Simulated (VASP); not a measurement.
Zn2S:

```
CELL_PARAMETERS angstrom
4.14785 0.00000 0.00000
-2.07392 3.59214 0.00000
0.00000 0.00000 3.72270
ATOMIC_POSITIONS crystal
Zn 0.33333 0.66667 0.50000
Zn 0.66667 0.33333 0.50000
S 0.00000 0.00000 0.00000
```

```yaml
Program: VASP 6.6.1
Task: relaxation of cell and atoms
Functional: PBE
Potentials_or_basis: VASP PAW PBE potentials, release 64 (Zn, S)
Cutoff: 600 eV
k_mesh: 6 × 6 × 6
Occupations: gaussian, width 0.1 eV
Spin: no spin polarisation
```

At the start: pressure 0.3 GPa; volume 18.49 Å³/atom.

Q: Where does the relaxation end?

A: Over 4 steps the energy falls by 11.8 meV/atom and the volume is 18.30 Å³/atom (-1.0 %); space group P6/mmm (No. 191, to 0.05 Å).

The path:
```
step  energy change (eV)  largest force (eV/Å)  pressure (GPa)  volume (Å³)
   1              0.0000                0.0000            0.31        55.47
   2             -0.0269                0.0000           -0.53        55.73
   3             -0.0318                0.0000           -0.98        55.88
   4             -0.0355                0.0000           -0.09        54.90
```

Final structure:
```
CELL_PARAMETERS angstrom
4.21104 0.00000 0.00000
-2.10552 3.64687 0.00000
0.00000 0.00000 3.57475
ATOMIC_POSITIONS crystal
Zn 0.33333 0.66667 0.50000
Zn 0.66667 0.33333 0.50000
S 0.00000 0.00000 0.00000
```
